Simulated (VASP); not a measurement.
# Bi (Im-3m) in VASP: notebook

The runs below take Bi through single point, with PBEsol.

Everything below comes from runs of VASP 6.6.1. Logs are shortened: lines on timing, memory, paths and dates and some standing lists are left out, and cuts for length are marked.

## (1) The cell of the first run

The structure is cubic, space group Im-3m (No. 229). The conventional cell has a = 3.652 Å, b = 3.652 Å, c = 3.652 Å, α = 90.00°, β = 90.00°, γ = 90.00°. Bi (site symmetry m-3m) has 14 Bi at 3.16 to 3.65 Å within 4.2 Å.

## (2) Single point, PBEsol

Input file INCAR:

```
  ALGO = Normal
  EDIFF = 1E-6
  ENCUT = 520
  GGA = PS
  ISIF = 2
  ISMEAR = -1
  LASPH = T
  LCHARG = F
  LREAL = F
  LWAVE = F
  NBANDS = 14
  NELM = 60
  PREC = Accurate
  SIGMA = 0.05
```

Input file KPOINTS:

```
k-points
0
Gamma
  9 9 9
```

Input file POSCAR:

```
Bi
1.0
   -1.8259901582      1.8259901582      1.8259901582
    1.8259901582     -1.8259901582      1.8259901582
    1.8259901582      1.8259901582     -1.8259901582
Bi
1
Direct
    0.0000000000      0.0000000000      0.0000000000
```

Potentials or basis: VASP PAW PBE potentials, release 64 (Bi_d).

Started as:

```
$ cat potpaw_PBE.64/Bi_d/POTCAR > POTCAR
$ mpirun -np 1 vasp_std > vasp.out
```

OUTCAR:

```text
EDIFF = 1E-6
   ENCUT = 520
   GGA = PS
   ISIF = 2
   ISMEAR = -1
   LASPH = T
   LREAL = F
   NELM = 60
   PREC = Accurate

 ion  position               nearest neighbor table
   1  0.000  0.000  0.000-

  LATTYP: Found a body centered cubic cell.
 ALAT       =     3.6519803164

  Lattice vectors:

 A1 = (  -1.8259901582,   1.8259901582,   1.8259901582)
 A2 = (   1.8259901582,  -1.8259901582,   1.8259901582)
 A3 = (   1.8259901582,   1.8259901582,  -1.8259901582)

Analysis of symmetry for initial positions (statically):
=====================================================================
 Subroutine PRICEL returns:
 Original cell was already a primitive cell.

 Routine SETGRP: Setting up the symmetry group for a
 body centered cubic supercell.

 Subroutine GETGRP returns: Found 48 space group operations
[... 9 lines left out ...]

 Routine SETGRP: Setting up the symmetry group for a
 body centered cubic supercell.

 Subroutine GETGRP returns: Found 48 space group operations
[... 11 lines left out ...]
                                     Primitive cell

  volume of cell :      24.3532

  direct lattice vectors                    reciprocal lattice vectors
    -1.825990158  1.825990158  1.825990158     0.000000000  0.273824039  0.273824039
     1.825990158 -1.825990158  1.825990158     0.273824039  0.000000000  0.273824039
     1.825990158  1.825990158 -1.825990158     0.273824039  0.273824039  0.000000000

  length of vectors
     3.162707728  3.162707728  3.162707728     0.387245669  0.387245669  0.387245669

  position of ions in fractional coordinates (direct lattice)
     0.000000000  0.000000000  0.000000000

  ion indices of the primitive-cell ions
   primitive index   ion index
                 1           1

----------------------------------------------------------------------------------------

 KPOINTS: k-points

Automatic generation of k-mesh.
 Grid dimensions read from file:
 generate k-points for:    9    9    9

 Generating k-lattice:

  Cartesian coordinates                     Fractional coordinates (reciprocal lattice)
     0.000000000  0.030424893  0.030424893     0.111111111  0.000000000  0.000000000
     0.030424893  0.000000000  0.030424893     0.000000000  0.111111111  0.000000000
     0.030424893  0.030424893  0.000000000     0.000000000  0.000000000  0.111111111

  Length of vectors
[... 45 lines left out ...]
 SYSTEM =  unknown system
   PREC   = accura    normal or accurate (medium, high low for compatibility)
   ISTART =      0    job   : 0-new  1-cont  2-samecut
   ICHARG =      2    charge: 1-file 2-atom 10-const
   ISPIN  =      1    spin polarized calculation?
   LNONCOLLINEAR =      F non collinear calculations
   LSORBIT =      F    spin-orbit coupling
   LASPH  =      T    aspherical Exc in radial PAW
   ENCUT  =  520.0 eV  38.22 Ry    6.18 a.u.   5.88  5.88  5.88*2*pi/ulx,y,z
   NELM   =     60;   NELMIN=  2; NELMDL= -5     # of ELM steps
   EDIFF  = 0.1E-05   stopping-criterion for ELM
   LREAL  =      F    real-space projection
   EDIFFG = 0.1E-04   stopping-criterion for IOM
   NSW    =      0    number of steps for IOM
   IBRION =     -1    ionic relax: 0-MD 1-quasi-New 2-CG
[... 8 lines left out ...]
   EMIN   =  10.00;   EMAX   =-10.00  energy-range for DOS
   EFERMI =   0.00;   METHOD = LEGACY
   ISMEAR =    -1;   SIGMA  =   0.05  broadening in eV -4-tet -1-fermi 0-gaus
   EFERMI_NEDOS =   21; number of points for ismear=-14 and -15
   IALGO  =     38    algorithm
   IMIX   =      4    mixing-type and parameters
     AMIX     =   0.40;   BMIX     =  1.00
     AMIX_MAG =   1.60;   BMIX_MAG =  1.00
  volume/ion in A,a.u.               =      24.35       164.34
  Fermi-wavevector in a.u.,A,eV,Ry     =   1.392901  2.632201 26.397647  1.940172
  Thomas-Fermi vector in A             =   2.516599
   LORBIT       =      0    0 simple, 1 ext, 2 COOP (PROOUT), +10 PAW based schemes
   GGA     = PS    functional components
   LHFCALC =     F    Hartree Fock is set to
   AEXX    =    0.0000 exact exchange contribution
   IVDW    =     0    specifies the selected vdW correction
   LEPSILON=     F    determine dielectric tensor
   LRPA    =     F    only Hartree local field effects (RPA)
 non-spin polarized calculation
  energy-cutoff  :      520.00
  volume of cell :       24.35
 maximum number of plane-waves:       675
   NGX = 11   NGY = 11   NGZ = 11

 number of electron      15.0000008 magnetization

 Free energy of the ion-electron system (eV)
  ---------------------------------------------------
  ext. energy  EPLUGINS =         0.00000000
  ---------------------------------------------------
  free energy    TOTEN  =        -3.94435311 eV

  energy without entropy =       -3.94267664  energy(sigma->0) =       -3.94351488

 E-fermi :  11.4084     XC(G=0): -11.6636

 val. band max:       11.2318383003   @ k =   0.3333   0.2222   0.1111
 cond. band min:      11.5015192363   @ k =  -0.2222   0.2222   0.2222
 fundamental gap:      0.2696809360
 Fermi energy:        11.4083639475

 k-point     1 :       0.0000    0.0000    0.0000
  band No.  band energies     occupation
      1     -12.0803      2.00000
      2     -12.0803      2.00000
      3     -12.0803      2.00000
      4     -11.7987      2.00000
      5     -11.7987      2.00000
      6      -4.3678      2.00000
      7      18.3223      0.00000
      8      18.3223      0.00000
      9      18.3223      0.00000
     10      21.5932      0.00000
     11      21.5932      0.00000
     12      21.5932      0.00000
     13      23.9771      0.00000
     14      24.6674      0.00000
[... 377 lines left out ...]
      1     -12.0723      2.00000
      2     -12.0065      2.00000
      3     -11.8938      2.00000
      4     -11.8163      2.00000
      5     -11.6500      2.00000
      6       0.9005      2.00000
      7       5.4041      2.00000
      8      10.0325      2.00000
      9      14.6650      0.00000
     10      19.5107      0.00000
     11      21.1079      0.00000
     12      21.7918      0.00000
     13      23.9871      0.00000
     14      30.7504      0.00000

 [... further k-points ...]
[... 5 lines left out ...]
  --------------------------------------------------------------------------------------
  -------------------------------------------------------------------------------------
  Total        3.0217407      3.0217407      3.0217407      0.0000000     -0.0000000      0.0000000
  in kB      198.7982207    198.7982207    198.7982207      0.0000000     -0.0000000      0.0000000
  external PRESSURE =     198.7982207 kB  Pullay stress =       0.0000000 kB

 VOLUME and BASIS-vectors are now :
 -----------------------------------------------------------------------------
  energy-cutoff  :      520.00
  volume of cell :       24.35
      direct lattice vectors                 reciprocal lattice vectors
    -1.825990158  1.825990158  1.825990158     0.000000000  0.273824039  0.273824039
     1.825990158 -1.825990158  1.825990158     0.273824039  0.000000000  0.273824039
     1.825990158  1.825990158 -1.825990158     0.273824039  0.273824039  0.000000000

 POSITION                                       TOTAL-FORCE (eV/Angst)
 -----------------------------------------------------------------------------------
      0.00000      0.00000      0.00000        -0.000000     -0.000000     -0.000000
 -----------------------------------------------------------------------------------
    total drift:                               -0.000000      0.000000      0.000000

  FREE ENERGIE OF THE ION-ELECTRON SYSTEM (eV)
  ---------------------------------------------------
  free  energy   TOTEN  =        -3.9443531114 eV

  energy  without entropy=       -3.9426766398  energy(sigma->0) =       -3.94351488
```

stdout:

```text
POSCAR found type information on POSCAR Bi
 POSCAR found :  1 types and       1 ions
 scaLAPACK will be used
 -----------------------------------------------------------------------------
|                                                                             |
|                                                                             |
|     You enforced a specific xc type in the INCAR file but a different       |
|     I HOPE YOU KNOW WHAT YOU ARE DOING!                                     |
|                                                                             |
 -----------------------------------------------------------------------------

 LDA part: xc-table for (Slater+PW92), standard interpolation
 POSCAR, INCAR and KPOINTS ok, starting setup
 FFT: planning ... GRIDC
 FFT: planning ... GRID_SOFT
 FFT: planning ... GRID
 WAVECAR not read
 entering main loop
```

It took 8.4 s on 1 thread of AMD EPYC 7R43 (Zen 3), shared host; peak memory 0.11 GiB.

Results:

| Item | Value |
| --- | --- |
| Free energy | -3.9444 eV |
| Pressure | 19.9 GPa |

Caveat: the PAW data sets were made with another functional, which shifts forces and pressure a little; spin-orbit coupling is left out, which moves the levels of the heavy elements.

## (3) Single point, PBEsol

This run uses another cell than the first one, of 26.42 Å³/atom, 1.085 times its volume.

Input file INCAR:

```
PREC     = Accurate       # precision mode
ENCUT    = 520            # plane-wave cutoff, eV
EDIFF    = 1E-6           # SCF threshold, eV
ISMEAR   = -1             # smearing method
SIGMA    = 0.05           # smearing width, eV
LREAL    = F              # projectors in reciprocal space
LASPH    = T              # aspherical terms in the spheres
NELM     = 80             # most SCF steps
ALGO     = Normal         # electronic algorithm
ISIF     = 2              # what is computed and relaxed
LWAVE    = F              # write WAVECAR
LCHARG   = F              # write CHGCAR
GGA      = PS             # functional
NBANDS   = 14             # bands
```

Input file KPOINTS:

```
Automatic mesh
0
Gamma
  9 9 9
```

Input file POSCAR:

```
Bi
1.0
   -1.8763314174      1.8763314174      1.8763314174
    1.8763314174     -1.8763314174      1.8763314174
    1.8763314174      1.8763314174     -1.8763314174
Bi
1
Direct
    0.0000000000      0.0000000000      0.0000000000
```

Potentials or basis: VASP PAW PBE potentials, release 64 (Bi_d).

Started as:

```
$ cat potpaw_PBE.64/Bi_d/POTCAR > POTCAR
$ mpirun -np 1 vasp_std > vasp.out
```

OUTCAR:

```text
PREC = Accurate
   ENCUT = 520
   EDIFF = 1E-6
   ISMEAR = -1
   LREAL = F
   LASPH = T
   NELM = 80
   ISIF = 2
   GGA = PS

 ion  position               nearest neighbor table
   1  0.000  0.000  0.000-

  LATTYP: Found a body centered cubic cell.
 ALAT       =     3.7526628348

  Lattice vectors:

 A1 = (  -1.8763314174,   1.8763314174,   1.8763314174)
 A2 = (   1.8763314174,  -1.8763314174,   1.8763314174)
 A3 = (   1.8763314174,   1.8763314174,  -1.8763314174)

[... 575 lines left out ...]
      5     -12.8428      2.00000
      6      -0.2408      2.00000
      7       4.6696      2.00000
      8       8.9012      2.00000
      9      13.1408      0.00000
     10      17.9423      0.00000
     11      19.4764      0.00000
     12      20.3364      0.00000
     13      22.2545      0.00000
     14      28.8895      0.00000

 [... further k-points ...]
[... 5 lines left out ...]
  --------------------------------------------------------------------------------------
  -------------------------------------------------------------------------------------
  Total        1.6320328      1.6320328      1.6320328      0.0000000      0.0000000     -0.0000000
  in kB       98.9579832     98.9579832     98.9579832      0.0000000      0.0000000     -0.0000000
  external PRESSURE =      98.9579832 kB  Pullay stress =       0.0000000 kB

 VOLUME and BASIS-vectors are now :
 -----------------------------------------------------------------------------
  energy-cutoff  :      520.00
  volume of cell :       26.42
      direct lattice vectors                 reciprocal lattice vectors
    -1.876331417  1.876331417  1.876331417     0.000000000  0.266477444  0.266477444
     1.876331417 -1.876331417  1.876331417     0.266477444  0.000000000  0.266477444
     1.876331417  1.876331417 -1.876331417     0.266477444  0.266477444  0.000000000

 POSITION                                       TOTAL-FORCE (eV/Angst)
 -----------------------------------------------------------------------------------
      0.00000      0.00000      0.00000         0.000000     -0.000000      0.000000
 -----------------------------------------------------------------------------------
    total drift:                               -0.000000      0.000000      0.000000

  FREE ENERGIE OF THE ION-ELECTRON SYSTEM (eV)
  ---------------------------------------------------
  free  energy   TOTEN  =        -4.1335435515 eV

  energy  without entropy=       -4.1303609389  energy(sigma->0) =       -4.13195225
```

stdout:

```text
POSCAR found type information on POSCAR Bi
 POSCAR found :  1 types and       1 ions
 scaLAPACK will be used
 -----------------------------------------------------------------------------
|                                                                             |
|                                                                             |
|     You enforced a specific xc type in the INCAR file but a different       |
|     I HOPE YOU KNOW WHAT YOU ARE DOING!                                     |
|                                                                             |
 -----------------------------------------------------------------------------

 LDA part: xc-table for (Slater+PW92), standard interpolation
 POSCAR, INCAR and KPOINTS ok, starting setup
 FFT: planning ... GRIDC
 FFT: planning ... GRID_SOFT
 FFT: planning ... GRID
 WAVECAR not read
 entering main loop
```

Run time: 9.6 s. Hardware: 1 thread of AMD EPYC 7R43 (Zen 3), shared host; peak memory 0.1 GiB.

Results:

```
Free energy : -4.1335 eV
Pressure    : 9.9 GPa
```

Caveat: the PAW data sets were made with another functional, which shifts forces and pressure a little; spin-orbit coupling is left out, which moves the levels of the heavy elements.

## (4) Single point, PBEsol

This run uses another cell than the first one, of 27.94 Å³/atom, 1.147 times its volume.

Input file INCAR:

```
PREC = Accurate ; ENCUT = 520
EDIFF = 1E-6 ; ISMEAR = -1
SIGMA = 0.05 ; LREAL = False
LASPH = True ; NELM = 100
ALGO = Normal ; ISIF = 2
LWAVE = False ; LCHARG = True
GGA = PS ; LELF = True
LVHAR = True ; NBANDS = 14
```

Input file KPOINTS:

```
regular mesh
0
Gamma
  9 9 9
```

Input file POSCAR:

```
Bi
1.0
   -1.9115091372      1.9115091372      1.9115091372
    1.9115091372     -1.9115091372      1.9115091372
    1.9115091372      1.9115091372     -1.9115091372
Bi
1
Direct
    0.0000000000      0.0000000000      0.0000000000
```

Started as:

```
$ cat potpaw_PBE.64/Bi_d/POTCAR > POTCAR
$ mpirun -np 1 vasp_std > vasp.out
```

Run time: 14 s. Hardware: 1 thread of AMD EPYC 7R43 (Zen 3), shared host; peak memory 0.12 GiB.

The run converged. Its results:

| Quantity | Value |
| --- | --- |
| Free energy | -4.2029 eV |
| Pressure | 4.9 GPa |

Levels at points of the mesh, in eV from the Fermi level:
```csv
k point,band 3,band 4,band 5,band 6,band 7,band 8,band 9,band 10,band 11,band 12
"(0.00, 0.00, 0.00)",-23.20,-23.02,-23.02,-14.49,5.79,5.79,5.79,10.33,10.33,10.33
```

Caveat: the PAW data sets were made with another functional, which shifts forces and pressure a little; spin-orbit coupling is left out, which moves the levels of the heavy elements.

## (5) Overview

```csv
cell,gap on the mesh (eV),pressure (GPa)
"a = 3.163 Å, angles 109.5°, 1 atom",none,19.9
"a = 3.250 Å, angles 109.5°, 1 atom",none,9.9
"a = 3.311 Å, angles 109.5°, 1 atom",none,4.9
```

Alike in all rows: task single point; level PBEsol; potentials or basis VASP PAW PBE potentials, release 64 (Bi_d); no spin polarisation; k mesh 9 × 9 × 9; cutoff (eV) 520; smearing fermi-dirac 0.05 eV.

Caveats: the PAW data sets were made with another functional, which shifts forces and pressure a little; spin-orbit coupling is left out, which moves the levels of the heavy elements.

Total energies depend on the potentials used, so only differences within one code and one set of settings carry meaning.
